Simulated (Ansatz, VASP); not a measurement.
WSe2 in VASP and in Ansatz

```
W Se
1.0
     3.44079    0.00000    0.00000
    -1.72039    2.97981    0.00000
     0.00000    0.00000   13.32854
W Se
2 4
Direct
  0.33333 0.66667 0.25000
  0.66667 0.33333 0.75000
  0.33333 0.66667 0.62294
  0.66667 0.33333 0.12294
  0.33333 0.66667 0.87706
  0.66667 0.33333 0.37706
```

Alike in both runs: task single point; functional PBE; k mesh 9 × 9 × 2; occupations gaussian, width 0.02 eV; no spin polarisation.

|  | VASP | Ansatz |
| --- | --- | --- |
| version | VASP 6.6.1 | Ansatz 0.2.0 |
| potentials or method | VASP PAW PBE potentials, release 64 (W_sv, Se), cutoff 520 eV | scalar-relativistic, plane waves, PAW |
| valence electrons in the cell | 52 | 92 |

VASP gave:

| Quantity | Value |
| --- | --- |
| gap on the k mesh at the Fermi level (eV) | 0.95 |
| least direct gap on the mesh (eV) | 1.18 |
| pressure (GPa) | -7.7 |
| traceless stress, the component that is largest in VASP (GPa) | 1.86 |
| rms of the force components (eV/Å) | 0.425 |

Task: Which values does Ansatz return?

Result: gap on the k mesh at the Fermi level (eV): 0.96; least direct gap on the mesh (eV): 1.19; pressure (GPa): -7.9; traceless stress, the component that is largest in VASP (GPa): 1.81; rms of the force components (eV/Å): 0.440.

Atom by atom the forces differ by 0.015 eV/Å (rms over components). With one functional, cell and mesh, what is left measures potentials, basis and numerics. VASP's potentials hold 52 valence electrons a cell and Ansatz's 92, so a difference there can come from the potentials and not from the codes.

Spin-orbit coupling is off throughout.
